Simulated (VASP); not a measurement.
# Al in VASP: relaxation of the atoms with PBE

Aim: the relaxation of the atoms of Al with PBE.

Everything below comes from runs of VASP 6.6.1. Logs are shortened: lines on timing, memory, paths and dates and some standing lists are left out, and cuts for length are marked.

## Step 1: The cell of the first run

The cell holds a slab with vacuum, 12 atoms: a = 4.950 Å, b = 4.950 Å, c = 24.000 Å, α = 90.00°, β = 90.00°, γ = 120.00°.

## Step 2: Relaxation of the atoms, PBE

INCAR reads:

```
  PREC = Accurate
  ENCUT = 520
  EDIFF = 1E-7
  ISMEAR = 0
  SIGMA = 0.1
  LREAL = False
  LASPH = True
  NELM = 100
  ALGO = Normal
  ISIF = 2
  LWAVE = False
  LCHARG = False
  LDIPOL = True
  IDIPOL = 3
  DIPOL = 0.5 0.5 0.500
  GGA = PE
  IBRION = 2
  NSW = 90
  EDIFFG = -0.03
```

KPOINTS reads:

```
Automatic mesh
0
Gamma
  6 6 1
```

POSCAR reads:

```
Al
1.0
    4.9497535017      0.0000000000      0.0000000000
   -2.4748767509      4.2866122750      0.0000000000
    0.0000000000      0.0000000000     24.0000085326
Al
12
Selective dynamics
Direct
    0.0000000000      0.3333333333      0.3541665408  F F F
    0.3333333333      0.0000000000      0.3541665408  F F F
    0.6666666667      0.6666666667      0.3541665408  F F F
    0.3333333333      0.3333333333      0.4513888469  F F F
    0.6666666667      0.0000000000      0.4513888469  F F F
    0.0000000000      0.6666666667      0.4513888469  F F F
    0.6666666667      0.3333333333      0.5486111531  T T T
    0.0000000000      0.0000000000      0.5486111531  T T T
    0.3333333333      0.6666666667      0.5486111531  T T T
    0.0000000000      0.3333333333      0.6458334592  T T T
    0.3333333333      0.0000000000      0.6458334592  T T T
    0.6666666667      0.6666666667      0.6458334592  T T T
```

Potentials or basis: VASP PAW PBE potentials, release 64 (Al).

The run is started by

```sh
cat potpaw_PBE.64/Al/POTCAR > POTCAR
mpirun -np 1 vasp_std > vasp.out
```

OUTCAR:

```text
PREC = Accurate
   ENCUT = 520
   EDIFF = 1E-7
   ISMEAR = 0
   LREAL = False
   LASPH = True
   NELM = 100
   ISIF = 2
   GGA = PE
   IBRION = 2
   NSW = 90
   EDIFFG = -0.03

 ion  position               nearest neighbor table
   1  0.000  0.333  0.354-   4 2.86   5 2.86   6 2.86   2 2.86   3 2.86   3 2.86   2 2.86   3 2.86
                             2 2.86
   2  0.333  0.000  0.354-   6 2.86   4 2.86   5 2.86   3 2.86   1 2.86   1 2.86   3 2.86   1 2.86
                             3 2.86
   3  0.667  0.667  0.354-   6 2.86   5 2.86   4 2.86   2 2.86   1 2.86   1 2.86   1 2.86   2 2.86
                             2 2.86
   4  0.333  0.333  0.451-   1 2.86   2 2.86   3 2.86   5 2.86   6 2.86   6 2.86   5 2.86   6 2.86
                             5 2.86   8 2.86   7 2.86   9 2.86
   5  0.667  0.000  0.451-   1 2.86   3 2.86   2 2.86   4 2.86   6 2.86   6 2.86   4 2.86   4 2.86
                             6 2.86   8 2.86   7 2.86   9 2.86
   6  0.000  0.667  0.451-   3 2.86   2 2.86   1 2.86   5 2.86   4 2.86   5 2.86   4 2.86   4 2.86
                             5 2.86   9 2.86   8 2.86   7 2.86
   7  0.667  0.333  0.549-  10 2.86  11 2.86  12 2.86   9 2.86   8 2.86   9 2.86   8 2.86   8 2.86
                             9 2.86   5 2.86   6 2.86   4 2.86
   8  0.000  0.000  0.549-  11 2.86  12 2.86  10 2.86   9 2.86   7 2.86   7 2.86   9 2.86   7 2.86
                             9 2.86   5 2.86   4 2.86   6 2.86
   9  0.333  0.667  0.549-  11 2.86  10 2.86  12 2.86   7 2.86   8 2.86   7 2.86   8 2.86   8 2.86
[... 14 lines left out ...]
 A1 = (   4.9497535017,   0.0000000000,   0.0000000000)
 A2 = (  -2.4748767509,   4.2866122750,   0.0000000000)
 A3 = (   0.0000000000,   0.0000000000,  24.0000085326)

Analysis of symmetry for initial positions (statically):
=====================================================================
 Subroutine PRICEL returns following result:

  LATTYP: Found a hexagonal cell.
 ALAT       =     2.8577415163
 C/A-ratio  =     8.3982432965
[... 12 lines left out ...]
 Subroutine GETGRP returns: Found 12 space group operations
 (whereof  6 operations were pure point group operations)
 out of a pool of 24 trial point group operations.

The static configuration has the point symmetry C_3v.
 The point group associated with its full space group is D_3d.

Analysis of symmetry for dynamics (positions and initial velocities):
=====================================================================
 Subroutine PRICEL returns following result:

  LATTYP: Found a hexagonal cell.
 ALAT       =     2.8577415163
 C/A-ratio  =     8.3982432965
[... 12 lines left out ...]
 Subroutine GETGRP returns: Found 12 space group operations
 (whereof  6 operations were pure point group operations)
 out of a pool of 24 trial point group operations.

The dynamic configuration has the point symmetry C_3v.
 The point group associated with its full space group is D_3d.

Analysis of constrained symmetry for selective dynamics:
[... 154 lines left out ...]
  ext. energy  EPLUGINS =         0.00000000
  ---------------------------------------------------
  free energy    TOTEN  =       -42.54644552 eV

  energy without entropy =      -42.51263020  energy(sigma->0) =      -42.52953786

------------------------ aborting loop because EDIFF is reached ----------------------------------------

  FORCE on cell =-STRESS in cart. coord.  units (eV):
  Direction    XX          YY          ZZ          XY          YZ          ZX
  --------------------------------------------------------------------------------------
  -------------------------------------------------------------------------------------
  Total       -1.8295596     -1.8295596     -2.5761010      0.0000000      0.0000000      0.0000000
  in kB       -5.7563602     -5.7563602     -8.1052104      0.0000000      0.0000000      0.0000000
  external PRESSURE =      -6.5393103 kB  Pullay stress =       0.0000000 kB
[... 119 lines left out ...]
  FREE ENERGIE OF THE ION-ELECTRON SYSTEM (eV)
  ---------------------------------------------------
  free  energy   TOTEN  =       -42.5673684949 eV

  energy  without entropy=      -42.5406609227  energy(sigma->0) =      -42.55401471

[... ionic steps 4 to 7 ...]

--------------------------------------- Ionic step        8  -------------------------------------------

 number of electron      36.0000000 magnetization

------------------------ aborting loop because EDIFF is reached ----------------------------------------
[... 81 lines left out ...]
  FREE ENERGIE OF THE ION-ELECTRON SYSTEM (eV)
  ---------------------------------------------------
  free  energy   TOTEN  =       -42.5874324408 eV

  energy  without entropy=      -42.5693222092  energy(sigma->0) =      -42.57837733

 dipolmoment           0.000000      0.000000     -0.001101 electrons x Angstroem

--------------------------------------- Ionic step       10  -------------------------------------------

 number of electron      36.0000000 magnetization

 dipolmoment           0.000000      0.000000      0.000604 electrons x Angstroem

 Free energy of the ion-electron system (eV)
  ---------------------------------------------------
  ext. energy  EPLUGINS =         0.00000000
  ---------------------------------------------------
  free energy    TOTEN  =       -42.58780742 eV

  energy without entropy =      -42.56992829  energy(sigma->0) =      -42.57886785

 E-fermi :   0.7644     XC(G=0):  -4.7267

 val. band max:        0.7243314251   @ k =   0.1667  -0.0000   0.0000
 cond. band min:       0.8528450004   @ k =   0.3333   0.0000   0.0000
 fundamental gap:      0.1285135753
 Fermi energy:         0.7644277603

 k-point     1 :       0.0000    0.0000    0.0000
  band No.  band energies     occupation
      1     -10.1747      2.00000
      2      -9.0517      2.00000
      3      -7.4461      2.00000
      4      -5.1168      2.00000
      5      -2.6714      2.00000
      6      -2.4256      2.00000
[... 185 lines left out ...]
     24       2.7688      0.00000
     25       2.9985      0.00000

------------------------ aborting loop because EDIFF is reached ----------------------------------------

 vacuum level on the upper side and lower side of the slab       (xc-potential included)        -0.095        -0.093

  FORCE on cell =-STRESS in cart. coord.  units (eV):
  Direction    XX          YY          ZZ          XY          YZ          ZX
  --------------------------------------------------------------------------------------
  -------------------------------------------------------------------------------------
  Total       -1.3961339     -1.3961339     -0.1491568      0.0000000      0.0000000      0.0000000
  in kB       -4.3926690     -4.3926690     -0.4692933      0.0000000      0.0000000      0.0000000
  external PRESSURE =      -3.0848771 kB  Pullay stress =       0.0000000 kB
[... 27 lines left out ...]
  FREE ENERGIE OF THE ION-ELECTRON SYSTEM (eV)
  ---------------------------------------------------
  free  energy   TOTEN  =       -42.5878074170 eV

  energy  without entropy=      -42.5699282861  energy(sigma->0) =      -42.57886785

 reached required accuracy - stopping structural energy minimisation

 vacuum level on the upper side and lower side of the slab         4.630         4.637
```

OSZICAR:

```text
N       E                     dE             d eps       ncg     rms          rms(c)
DAV:   1     0.130156021989E+03    0.13016E+03   -0.11349E+04   350   0.104E+03
DAV:   2    -0.360972319995E+02   -0.16625E+03   -0.16100E+03   506   0.172E+02
DAV:   3    -0.440013809281E+02   -0.79041E+01   -0.76918E+01   457   0.377E+01
[... 154 lines left out ...]
DAV:   4    -0.425878024670E+02    0.67204E-04   -0.54696E-04   471   0.105E-01    0.251E-02
DAV:   5    -0.425878082646E+02   -0.57976E-05   -0.61307E-05   520   0.385E-02    0.177E-02
DAV:   6    -0.425878079697E+02    0.29494E-06   -0.54673E-06   561   0.113E-02    0.117E-02
DAV:   7    -0.425878074173E+02    0.55245E-06   -0.45710E-06   388   0.895E-03    0.265E-03
DAV:   8    -0.425878074170E+02    0.27126E-09   -0.38527E-07   409   0.315E-03
  10 F= -.42587807E+02 E0= -.42578868E+02  d E =-.374976E-03
```

Run time: 21 min. Hardware: 1 thread of Intel Xeon Platinum 8259CL at 2.50GHz (Skylake/Cascade Lake), shared host; peak memory 0.65 GiB.

Results:

| Property | Result |
| --- | --- |
| Free energy | -42.5878 eV |
| Energy gained by relaxing | 3.4 meV/atom |
| Ionic steps | 10 |
| Band gap on the k mesh | zero (bands 18 and 19 overlap by 0.98 eV) |

The path:
| step | energy change (eV) | largest force on free atoms (eV/Å) | pressure (GPa) |
| --- | --- | --- | --- |
| 1 | 0.0000 | 0.2457 | -0.65 |
| 2 | -0.0081 | 0.1902 | -0.65 |
| 3 | -0.0209 | 0.1414 | -0.63 |
| 4 | -0.0213 | 0.1568 | -0.62 |
| 5 | -0.0272 | 0.1367 | -0.57 |
| 6 | -0.0388 | 0.0676 | -0.41 |
| 7 | -0.0304 | 0.0998 | -0.09 |
| 8 | -0.0410 | 0.0419 | -0.31 |
| 9 | -0.0410 | 0.0421 | -0.31 |
| 10 | -0.0414 | 0.0116 | -0.31 |

Final structure:
```cif
data_structure
_symmetry_space_group_name_H-M 'P 1'
_symmetry_Int_Tables_number 1
_cell_length_a 4.9498
_cell_length_b 4.9498
_cell_length_c 24.0000
_cell_angle_alpha 90.000
_cell_angle_beta 90.000
_cell_angle_gamma 120.000
_cell_volume 509.22
loop_
_atom_site_label
_atom_site_type_symbol
_atom_site_fract_x
_atom_site_fract_y
_atom_site_fract_z
_atom_site_occupancy
Al1 Al 0.00000 0.33333 0.35417 1
Al2 Al 0.33333 0.00000 0.35417 1
Al3 Al 0.66667 0.66667 0.35417 1
Al4 Al 0.33333 0.33333 0.45139 1
Al5 Al 0.66667 0.00000 0.45139 1
Al6 Al 0.00000 0.66667 0.45139 1
Al7 Al 0.66667 0.33333 0.54509 1
Al8 Al 0.00000 0.00000 0.54509 1
Al9 Al 0.33333 0.66667 0.54509 1
Al10 Al 0.00000 0.33333 0.64183 1
Al11 Al 0.33333 0.00000 0.64183 1
Al12 Al 0.66667 0.66667 0.64183 1
```

Levels at points of the mesh, in eV from the Fermi level:
```csv
k point,band 14,band 15,band 16,band 17,band 18,band 19,band 20,band 21,band 22,band 23
"(0.00, 0.00, 0.00)",-2.16,-2.16,-2.01,-2.01,-0.73,-0.73,-0.73,-0.73,-0.46,0.30
"(0.50, 0.00, 0.00)",-2.04,-1.56,-1.56,-0.10,0.10,1.24,1.24,2.05,2.41,2.41
```

The gap in the log of VASP goes by the Fermi energy; the results here count the filled bands.